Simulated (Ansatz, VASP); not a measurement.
PbO2: VASP beside Ansatz

```
Pb O
1.0
     0.00000    2.70199    2.70199
     2.70199    0.00000    2.70199
     2.70199    2.70199    0.00000
Pb O
1 2
Direct
  0.00000 0.00000 0.00000
  0.75000 0.75000 0.75000
  0.25000 0.25000 0.25000
```

Alike in both runs: task relaxation of cell and atoms; functional revPBE; k mesh 9 × 9 × 9; occupations fermi-dirac, width 0.05 eV; no spin polarisation.

```csv
,VASP,Ansatz
version,VASP 6.6.1,Ansatz 0.2.0
potentials or method,"VASP PAW PBE potentials, release 64 (Pb_d, O)",Ansatz PAW
plane-wave cutoff (eV),600,420
valence electrons in the cell,26,26
```

```tsv
	VASP	Ansatz	Ansatz less VASP
gap on the k mesh at the Fermi level, each at its own relaxed structure (eV)	none	none	-
relaxed volume (Å³/atom)	13.48	13.48	-0.004
relaxed cell length with the largest relative difference (Å)	3.853	3.853	-0.0004
```

VASP's potentials were made for PBE, not for revPBE. A gap of «none» marks a metal or a gap that the smearing closes.

Neither program's run includes spin-orbit coupling. Noted on Ansatz's run: the plane-wave basis is chosen anew once the cell has moved, so the energies of steps on either side of that aren't comparable.
